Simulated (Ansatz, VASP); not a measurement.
**One calculation of MnCd2, two programs**

```
Mn Cd
1.0
     0.00000    3.24894    3.24894
     3.24894    0.00000    3.24894
     3.24894    3.24894    0.00000
Mn Cd
1 2
Direct
  0.00000 0.00000 0.00000
  0.25000 0.25000 0.25000
  0.75000 0.75000 0.75000
```

Alike in both runs: functional PBE; k mesh 6 × 6 × 6; occupations gaussian, width 0.1 eV; collinear spin.

Ansatz relaxed the structure, and its values are those at the end. VASP's run is a single point on that final structure, the one shown.

|  | VASP | Ansatz |
| --- | --- | --- |
| version | VASP 6.6.1 | Ansatz 0.2.0 |
| potentials or method | VASP PAW PBE potentials, release 64 (Mn_pv, Cd), cutoff 520 eV | scalar-relativistic, plane waves, PAW |
| valence electrons in the cell | 37 | 55 |

|  | VASP | Ansatz | Ansatz less VASP |
| --- | --- | --- | --- |
| gap on the k mesh at the Fermi level (eV) | none | none | - |
| pressure (GPa) | -0.1 | -0.3 | -0.22 |
| net moment per atom (μB) | 1.26 | 1.26 | +0.001 |
| size of the moment on the site where the two differ most (μB) | 3.75 | 3.80 | +0.048 |

Site moments also hang on the region over which each program counts them. A gap of «none» marks a metal or a gap that the smearing closes. VASP's potentials hold 37 valence electrons a cell and Ansatz's 55, so a difference there can come from the potentials and not from the codes.
